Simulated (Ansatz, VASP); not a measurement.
One calculation of HgTe, two programs

```
CELL_PARAMETERS angstrom
4.64260 0.00000 0.00000
-2.32130 4.02061 0.00000
0.00000 0.00000 7.62450
ATOMIC_POSITIONS crystal
Hg 0.33333 0.66667 0.00050
Hg 0.66667 0.33333 0.50050
Te 0.33333 0.66667 0.37450
Te 0.66667 0.33333 0.87450
```

Alike in both runs: task single point; functional PBE; k mesh 6 × 6 × 4; occupations fermi-dirac, width 0.02 eV; no spin polarisation.

|  | VASP | Ansatz |
| --- | --- | --- |
| version | VASP 6.6.1 | Ansatz 0.2.0 |
| potentials or method | VASP PAW PBE potentials, release 64 (Hg, Te) | plane waves, PAW |
| plane-wave cutoff (eV) | 520 | 420 |
| valence electrons in the cell | 36 | 72 |

|  | VASP | Ansatz | Ansatz less VASP |
| --- | --- | --- | --- |
| pressure (GPa) | 1.4 | 1.3 | -0.06 |

With one functional, cell and mesh, what is left measures potentials, basis and numerics. VASP's potentials hold 36 valence electrons a cell and Ansatz's 72, so a difference there can come from the potentials and not from the codes.

Neither program's run includes spin-orbit coupling.
